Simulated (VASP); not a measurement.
# NaCl (Pm-3m) in VASP: settings compared

Aim: see how the results for NaCl move with the level of theory and the settings. Levels: r2SCAN, PBE-based screened hybrid. Tasks: single point.

All numbers are computed with VASP 6.6.1; they aren't measurements. Logs are shortened: lines on timing, memory, paths and dates and some standing lists are left out, and cuts for length are marked.

### 1 The cell of the first run

It takes space group Pm-3m (No. 221, cubic). Conventional cell: a = 3.548 Å, b = 3.548 Å, c = 3.548 Å, α = 90.00°, β = 90.00°, γ = 90.00°. Cl (site symmetry m-3m) has 8 Na at 3.07 Å and 6 Cl at 3.55 Å within 4.0 Å. Within 4.0 Å of Na (site symmetry m-3m) lie 8 Cl at 3.07 Å and 6 Na at 3.55 Å.

### 2 Single point, r2SCAN

The input, POSCAR:

```
NaCl
1.0
    3.5482767325      0.0000000000      0.0000000000
    0.0000000000      3.5482767325      0.0000000000
    0.0000000000      0.0000000000      3.5482767325
Cl Na
1 1
Direct
    0.5000000000      0.5000000000      0.5000000000
    0.0000000000      0.0000000000      0.0000000000
```

The input, INCAR.step1:

```
SYSTEM = NaCl
PREC = Accurate
ENCUT = 520
ISMEAR = -1
SIGMA = 0.05
LREAL = .FALSE.
LASPH = .TRUE.
NELM = 80
NBANDS = 14
GGA = PE
ALGO = Normal
EDIFF = 1E-4
LWAVE = .TRUE.
LCHARG = .FALSE.
```

The input, INCAR.step2:

```
SYSTEM = NaCl
PREC = Accurate
ENCUT = 520
EDIFF = 1E-6
ISMEAR = -1
SIGMA = 0.05
LREAL = .FALSE.
LASPH = .TRUE.
NELM = 80
ALGO = Normal
ISIF = 2
LWAVE = .FALSE.
LCHARG = .FALSE.
METAGGA = R2SCAN
LMIXTAU = .TRUE.
NBANDS = 14
ISTART = 1
```

The input, KPOINTS:

```
regular mesh
0
G
  8 8 8
  0 0 0
```

Potentials or basis: VASP PAW PBE potentials, release 64 (Cl, Na_pv).

On the command line:

```console
$ cat potpaw_PBE.64/Cl/POTCAR potpaw_PBE.64/Na_pv/POTCAR > POTCAR
$ cp INCAR.step1 INCAR
$ mpirun -np 1 vasp_std > vasp.out
$ cp INCAR.step2 INCAR
$ mpirun -np 1 vasp_std > vasp.out
```

OUTCAR:

```text
SYSTEM = NaCl
   PREC = Accurate
   ENCUT = 520
   EDIFF = 1E-6
   ISMEAR = -1
   LREAL = .FALSE.
   LASPH = .TRUE.
   NELM = 80
   ISIF = 2
   METAGGA = R2SCAN
   ISTART = 1

 ion  position               nearest neighbor table
   1  0.500  0.500  0.500-
   2  0.000  0.000  0.000-

  LATTYP: Found a simple cubic cell.
 ALAT       =     3.5482767325

  Lattice vectors:

 A1 = (   3.5482767325,   0.0000000000,   0.0000000000)
 A2 = (   0.0000000000,   3.5482767325,   0.0000000000)
 A3 = (   0.0000000000,   0.0000000000,   3.5482767325)

Analysis of symmetry for initial positions (statically):
=====================================================================
 Subroutine PRICEL returns:
 Original cell was already a primitive cell.

 Routine SETGRP: Setting up the symmetry group for a
 simple cubic supercell.

 Subroutine GETGRP returns: Found 48 space group operations
 (whereof 48 operations were pure point group operations)
 out of a pool of 48 trial point group operations.

The static configuration has the point symmetry O_h .

Analysis of symmetry for dynamics (positions and initial velocities):
=====================================================================
 Subroutine PRICEL returns:
 Original cell was already a primitive cell.

 Routine SETGRP: Setting up the symmetry group for a
 simple cubic supercell.

 Subroutine GETGRP returns: Found 48 space group operations
 (whereof 48 operations were pure point group operations)
 out of a pool of 48 trial point group operations.

The dynamic configuration has the point symmetry O_h .

 Subroutine INISYM returns: Found 48 space group operations
 (whereof 48 operations are pure point group operations),
 and found     1 'primitive' translations

----------------------------------------------------------------------------------------

                                     Primitive cell

  volume of cell :      44.6738

  direct lattice vectors                    reciprocal lattice vectors
     3.548276733  0.000000000  0.000000000     0.281826947  0.000000000  0.000000000
     0.000000000  3.548276733  0.000000000     0.000000000  0.281826947  0.000000000
     0.000000000  0.000000000  3.548276733     0.000000000  0.000000000  0.281826947

  length of vectors
     3.548276733  3.548276733  3.548276733     0.281826947  0.281826947  0.281826947

  position of ions in fractional coordinates (direct lattice)
     0.500000000  0.500000000  0.500000000
     0.000000000  0.000000000  0.000000000

  ion indices of the primitive-cell ions
   primitive index   ion index
                 1           1
                 2           2

----------------------------------------------------------------------------------------

 KPOINTS: regular mesh

Automatic generation of k-mesh.
 Grid dimensions read from file:
 generate k-points for:    8    8    8

 Generating k-lattice:

  Cartesian coordinates                     Fractional coordinates (reciprocal lattice)
     0.035228368  0.000000000  0.000000000     0.125000000  0.000000000  0.000000000
     0.000000000  0.035228368  0.000000000     0.000000000  0.125000000  0.000000000
     0.000000000  0.000000000  0.035228368     0.000000000  0.000000000  0.125000000

  Length of vectors
     0.035228368  0.035228368  0.035228368

  Shift w.r.t. Gamma in fractional coordinates (k-lattice)
     0.000000000  0.000000000  0.000000000

 Subroutine IBZKPT returns following result:
 ===========================================

 Found     35 irreducible k-points:

 Following reciprocal coordinates:
            Coordinates               Weight
  0.000000  0.000000  0.000000      1.000000
  0.125000  0.000000  0.000000      6.000000
  0.250000  0.000000  0.000000      6.000000
  0.375000  0.000000  0.000000      6.000000
  0.500000  0.000000  0.000000      3.000000
  0.125000  0.125000  0.000000     12.000000
[... 16 lines left out ...]
  0.375000  0.375000  0.125000     24.000000
  0.500000  0.375000  0.125000     24.000000
 [... further k-points ...]
   k-points           NKPTS =     35   k-points in BZ     NKDIM =     35   number of bands    NBANDS=     14
   number of dos      NEDOS =    301   number of ions     NIONS =      2
   total plane-waves  NPLWV =  21952
   dimension x,y,z NGX =    28 NGY =   28 NGZ =   28
   dimension x,y,z NGXF=    56 NGYF=   56 NGZF=   56
   ions per type =               1   1
   NGX,Y,Z   is equivalent  to a cutoff of  13.12, 13.12, 13.12 a.u.
   NGXF,Y,Z  is equivalent  to a cutoff of  26.24, 26.24, 26.24 a.u.
 SYSTEM =  NaCl
   PREC   = accura    normal or accurate (medium, high low for compatibility)
   ISTART =      1    job   : 0-new  1-cont  2-samecut
   ICHARG =      0    charge: 1-file 2-atom 10-const
   ISPIN  =      1    spin polarized calculation?
   LNONCOLLINEAR =      F non collinear calculations
   LSORBIT =      F    spin-orbit coupling
   LASPH  =      T    aspherical Exc in radial PAW
   ENCUT  =  520.0 eV  38.22 Ry    6.18 a.u.   6.60  6.60  6.60*2*pi/ulx,y,z
   NELM   =     80;   NELMIN=  2; NELMDL=  0     # of ELM steps
   EDIFF  = 0.1E-05   stopping-criterion for ELM
   LREAL  =      F    real-space projection
   EDIFFG = 0.1E-04   stopping-criterion for IOM
   NSW    =      0    number of steps for IOM
   IBRION =     -1    ionic relax: 0-MD 1-quasi-New 2-CG
   NFREE  =      0    steps in history (QN), initial steepest desc. (CG)
   ISIF   =      2    stress and relaxation
   ISYM   =      2    0-nonsym 1-usesym 2-fastsym
   POTIM  = 0.5000    time-step for ionic-motion
   TEBEG  =    0.0;   TEEND  =   0.0 temperature during run
   PSTRESS=    0.0 pullay stress
   NELECT =      14.0000    total number of electrons
   NUPDOWN=      -1.0000    fix difference up-down
   EMIN   =  10.00;   EMAX   =-10.00  energy-range for DOS
   EFERMI =   0.00;   METHOD = LEGACY
   ISMEAR =    -1;   SIGMA  =   0.05  broadening in eV -4-tet -1-fermi 0-gaus
   EFERMI_NEDOS =   21; number of points for ismear=-14 and -15
   IALGO  =     38    algorithm
   IMIX   =      4    mixing-type and parameters
     AMIX     =   0.40;   BMIX     =  1.00
     AMIX_MAG =   1.60;   BMIX_MAG =  1.00
  volume/ion in A,a.u.               =      22.34       150.74
  Fermi-wavevector in a.u.,A,eV,Ry     =   1.111988  2.101352 16.823834  1.236517
  Thomas-Fermi vector in A             =   2.248557
   LORBIT       =      0    0 simple, 1 ext, 2 COOP (PROOUT), +10 PAW based schemes
   METAGGA = R2SCAN    functional components
   LHFCALC =     F    Hartree Fock is set to
   AEXX    =    0.0000 exact exchange contribution
   IVDW    =     0    specifies the selected vdW correction
   LEPSILON=     F    determine dielectric tensor
   LRPA    =     F    only Hartree local field effects (RPA)
 non-spin polarized calculation
  energy-cutoff  :      520.00
  volume of cell :       44.67
 maximum number of plane-waves:      1228
 NGX is ok and might be reduce to    28
   NGX = 13   NGY = 13   NGZ = 13

 number of electron      13.9999988 magnetization

 Free energy of the ion-electron system (eV)
  ---------------------------------------------------
  ext. energy  EPLUGINS =         0.00000000
  ---------------------------------------------------
  free energy    TOTEN  =       -13.44117437 eV

  energy without entropy =      -13.44117437  energy(sigma->0) =      -13.44117437

 E-fermi :   0.8480     XC(G=0):  -8.7151

 val. band max:       -0.2269048263   @ k =   0.5000   0.5000   0.0000
 cond. band min:       4.4496257357   @ k =   0.0000   0.0000   0.0000
 fundamental gap:      4.6765305620
 Fermi energy:         0.8480194440

 k-point     1 :       0.0000    0.0000    0.0000
  band No.  band energies     occupation
      1     -23.0909      2.00000
      2     -23.0909      2.00000
      3     -23.0909      2.00000
      4     -14.0559      2.00000
      5      -0.6998      2.00000
      6      -0.6998      2.00000
      7      -0.6998      2.00000
      8       4.4496      0.00000
      9       8.9900      0.00000
     10       8.9900      0.00000
     11      16.3060      0.00000
     12      16.3339      0.00000
     13      16.3393      0.00000
     14      16.3393      0.00000

 k-point     2 :       0.1250    0.0000    0.0000
  band No.  band energies     occupation
      1     -23.0957      2.00000
      2     -23.0905      2.00000
      3     -23.0905      2.00000
      4     -14.0108      2.00000
      5      -1.1479      2.00000
      6      -0.6683      2.00000
      7      -0.6683      2.00000
      8       4.8732      0.00000
      9       9.1651      0.00000
     10       9.3065      0.00000
     11      14.8410      0.00000
     12      14.8410      0.00000
     13      15.9017      0.00000
     14      16.4280      0.00000

 k-point     3 :       0.2500    0.0000    0.0000
  band No.  band energies     occupation
      1     -23.1071      2.00000
      2     -23.0894      2.00000
      3     -23.0894      2.00000
      4     -13.8984      2.00000
      5      -2.0252      2.00000
      6      -0.5905      2.00000
      7      -0.5905      2.00000
      8       5.7647      0.00000
      9       9.6789      0.00000
     10       9.7744      0.00000
     11      13.5162      0.00000
     12      13.5162      0.00000
     13      15.7122      0.00000
     14      15.9726      0.00000
[... 324 lines left out ...]
 k-point    23 :       0.3750    0.3750    0.1250
  band No.  band energies     occupation
      1     -23.1130      2.00000
      2     -23.1120      2.00000
      3     -23.0902      2.00000
      4     -13.5211      2.00000
      5      -2.2567      2.00000
      6      -2.1433      2.00000
      7      -0.6231      2.00000
      8       6.8497      0.00000
      9       9.3928      0.00000
     10      10.4042      0.00000
     11      11.6629      0.00000
     12      13.7472      0.00000
     13      13.9201      0.00000
     14      17.4379      0.00000

 k-point    24 :       0.5000    0.3750    0.1250
  band No.  band energies     occupation
      1     -23.1166      2.00000
      2     -23.1116      2.00000
      3     -23.0897      2.00000
      4     -13.4805      2.00000
      5      -2.4394      2.00000
      6      -2.1092      2.00000
      7      -0.5795      2.00000
      8       6.5519      0.00000
      9       9.8122      0.00000
     10      10.1517      0.00000
     11      11.5277      0.00000
     12      13.9561      0.00000
     13      13.9768      0.00000
     14      17.0616      0.00000

 [... further k-points ...]
[... 5 lines left out ...]
  --------------------------------------------------------------------------------------
  -------------------------------------------------------------------------------------
  Total       -0.5734099     -0.5734099     -0.5734099      0.0000000     -0.0000000     -0.0000000
  in kB      -20.5647440    -20.5647440    -20.5647440      0.0000000     -0.0000000     -0.0000000
  external PRESSURE =     -20.5647440 kB  Pullay stress =       0.0000000 kB

 VOLUME and BASIS-vectors are now :
 -----------------------------------------------------------------------------
  energy-cutoff  :      520.00
  volume of cell :       44.67
      direct lattice vectors                 reciprocal lattice vectors
     3.548276733  0.000000000  0.000000000     0.281826947  0.000000000  0.000000000
     0.000000000  3.548276733  0.000000000     0.000000000  0.281826947  0.000000000
     0.000000000  0.000000000  3.548276733     0.000000000  0.000000000  0.281826947

 POSITION                                       TOTAL-FORCE (eV/Angst)
 -----------------------------------------------------------------------------------
      1.77414      1.77414      1.77414         0.000000      0.000000      0.000000
      0.00000      0.00000      0.00000         0.000000      0.000000      0.000000
 -----------------------------------------------------------------------------------
    total drift:                               -0.000000      0.000000      0.000000

  FREE ENERGIE OF THE ION-ELECTRON SYSTEM (eV)
  ---------------------------------------------------
  free  energy   TOTEN  =       -13.4411743712 eV

  energy  without entropy=      -13.4411743711  energy(sigma->0) =      -13.44117437
```

Wall time 1.7 min (1 thread of Intel Xeon 8259CL, shared host); peak memory 0.17 GiB.

Results:

* Free energy: -13.4412 eV
* Pressure: -2.1 GPa
* Band gap on the k mesh: 4.68 eV, indirect (least direct gap 5.15 eV)

Levels at points of the mesh, in eV from the valence-band top:
| k point | band 3 | band 4 | band 5 | band 6 | band 7 | band 8 | band 9 | band 10 | band 11 | band 12 |
| --- | --- | --- | --- | --- | --- | --- | --- | --- | --- | --- |
| (0.00, 0.00, 0.00) | -22.86 | -13.83 | -0.47 | -0.47 | -0.47 | 4.68 | 9.22 | 9.22 | 16.53 | 16.56 |
| (0.50, 0.00, 0.00) | -22.86 | -13.50 | -2.79 | -0.25 | -0.25 | 7.56 | 9.25 | 11.27 | 12.54 | 12.54 |
| (0.50, 0.50, 0.00) | -22.86 | -13.25 | -2.17 | -2.17 | 0.00 | 6.25 | 10.56 | 11.66 | 11.66 | 13.20 |
| (0.50, 0.50, 0.50) | -22.89 | -12.99 | -1.78 | -1.78 | -1.78 | 7.74 | 7.74 | 7.74 | 12.67 | 16.58 |

Caveat: the PAW data sets were made with another functional, which shifts forces and pressure a little.

### 3 Single point, r2SCAN

This run uses another cell than the first one, of 22.77 Å³/atom, 1.019 times its volume.

The input, POSCAR:

```
NaCl
1.0
    3.5708778306      0.0000000000      0.0000000000
    0.0000000000      3.5708778306      0.0000000000
    0.0000000000      0.0000000000      3.5708778306
Cl Na
1 1
Direct
    0.5000000000      0.5000000000      0.5000000000
    0.0000000000      0.0000000000      0.0000000000
```

Changes to INCAR.step1 since step 2:

```diff
@@ -7,3 +7,3 @@
 LASPH = .TRUE.
-NELM = 80
+NELM = 60
 NBANDS = 14
```

The input, INCAR.step2:

```
SYSTEM = NaCl
PREC = Accurate
ENCUT = 520
EDIFF = 1E-6
ISMEAR = -1
SIGMA = 0.05
LREAL = .FALSE.
LASPH = .TRUE.
NELM = 60
ALGO = Normal
ISIF = 2
LWAVE = .FALSE.
LCHARG = .TRUE.
METAGGA = R2SCAN
LMIXTAU = .TRUE.
LELF = .TRUE.
LVHAR = .TRUE.
NBANDS = 14
ISTART = 1
```

The input, KPOINTS:

```
Automatic mesh
0
G
  8 8 8
  0 0 0
```

Potentials or basis: VASP PAW PBE potentials, release 64 (Cl, Na_pv).

On the command line:

```console
$ cat potpaw_PBE.64/Cl/POTCAR potpaw_PBE.64/Na_pv/POTCAR > POTCAR
$ cp INCAR.step1 INCAR
$ mpirun -np 1 vasp_std > vasp.out
$ cp INCAR.step2 INCAR
$ mpirun -np 1 vasp_std > vasp.out
```

Wall time 1.7 min (1 thread of Intel Xeon 8259CL, shared host); peak memory 0.17 GiB.

Results (log left out):

- Free energy: -13.4293 eV
- Pressure: -2.4 GPa
- Band gap on the k mesh: 4.61 eV, indirect (least direct gap 5.07 eV)

Levels at points of the mesh, in eV from the valence-band top:
```tsv
k point	band 4	band 5	band 6	band 7	band 8	band 9	band 10	band 11
(0.00, 0.00, 0.00)	-13.77	-0.46	-0.46	-0.46	4.61	9.23	9.23	16.38
(0.50, 0.00, 0.00)	-13.46	-2.71	-0.24	-0.24	7.50	9.12	11.27	12.49
(0.50, 0.50, 0.00)	-13.22	-2.10	-2.10	0.00	6.25	10.52	11.53	11.53
(0.50, 0.50, 0.50)	-12.97	-1.72	-1.72	-1.72	7.74	7.74	7.74	12.52
```

Caveat: the PAW data sets were made with another functional, which shifts forces and pressure a little. r2SCAN opens gaps a little over a GGA but as a rule still falls short of measured ones.

### 4 Single point, PBE-based screened hybrid

This run uses another cell than the first one, of 21.21 Å³/atom, 0.949 times its volume.

The input, POSCAR:

```
NaCl
1.0
    3.4874955827      0.0000000000      0.0000000000
    0.0000000000      3.4874955827      0.0000000000
    0.0000000000      0.0000000000      3.4874955827
Cl Na
1 1
Direct
    0.5000000000      0.5000000000      0.5000000000
    0.0000000000      0.0000000000      0.0000000000
```

The input, INCAR.step1:

```
ALGO = Normal
EDIFF = 1E-5
ENCUT = 520
GGA = PE
ISIF = 2
ISMEAR = -1
LASPH = True
LCHARG = False
LREAL = False
LWAVE = True
NBANDS = 14
NELM = 80
PREC = Accurate
SIGMA = 0.05
```

The input, INCAR.step2:

```
AEXX = 0.25
ALGO = Normal
EDIFF = 1E-7
ENCUT = 520
GGA = PE
HFSCREEN = 0.3
ISIF = 2
ISMEAR = -1
ISTART = 1
LASPH = True
LCHARG = False
LHFCALC = True
LREAL = False
LWAVE = False
NBANDS = 14
NELM = 80
PREC = Accurate
PRECFOCK = Normal
SIGMA = 0.05
```

The input, KPOINTS:

```
k-points
0
Gamma
  4 4 4
```

On the command line:

```console
$ cat potpaw_PBE.64/Cl/POTCAR potpaw_PBE.64/Na_pv/POTCAR > POTCAR
$ cp INCAR.step1 INCAR
$ mpirun -np 1 vasp_std > vasp.out
$ cp INCAR.step2 INCAR
$ mpirun -np 1 vasp_std > vasp.out
```

Wall time 2.1 min (1 thread of AMD EPYC 9R14 (Zen 4), shared host); peak memory 0.22 GiB.

Results (log left out):

| Item | Value |
| --- | --- |
| Free energy | -7.3718 eV |
| Pressure | 0.0 GPa |
| Band gap on the k mesh | 5.09 eV, indirect (least direct gap 5.63 eV) |

Levels at points of the mesh, in eV from the valence-band top:
| k point | band 5 | band 6 | band 7 | band 8 | band 9 | band 10 |
| --- | --- | --- | --- | --- | --- | --- |
| (0.00, 0.00, 0.00) | -0.54 | -0.54 | -0.54 | 5.09 | 9.66 | 9.66 |
| (0.50, 0.00, 0.00) | -3.16 | -0.28 | -0.28 | 8.07 | 9.91 | 11.68 |
| (0.50, 0.50, 0.00) | -2.46 | -2.46 | 0.00 | 6.59 | 11.10 | 12.39 |
| (0.50, 0.50, 0.50) | -2.02 | -2.02 | -2.02 | 8.18 | 8.18 | 8.18 |

Caveat: the k points lie up to 0.45 Å⁻¹ apart; the PAW data sets were made with another functional, which shifts forces and pressure a little.

### 5 Summary

| level | cell | k mesh | grid for exact exchange (PRECFOCK) | share of exact exchange | screening parameter | gap on the mesh (eV) | pressure (GPa) |
| --- | --- | --- | --- | --- | --- | --- | --- |
| r2SCAN | a = 3.548 Å, 2 atoms | 8 × 8 × 8 | - | - | - | 4.68 | -2.1 |
| r2SCAN | a = 3.571 Å, 2 atoms | 8 × 8 × 8 | - | - | - | 4.61 | -2.4 |
| PBE-based screened hybrid | a = 3.487 Å, 2 atoms | 4 × 4 × 4 | Normal | 0.25 | 0.3 1/Å | 5.09 | 0.0 |

Alike in all rows: task single point; potentials or basis VASP PAW PBE potentials, release 64 (Cl, Na_pv); no spin polarisation; cutoff (eV) 520; smearing fermi-dirac 0.05 eV.

Caveats: some runs use coarse meshes; the PAW data sets were made with another functional, which shifts forces and pressure a little.

Total energies depend on the potentials used, so only differences within one code and one set of settings carry meaning.
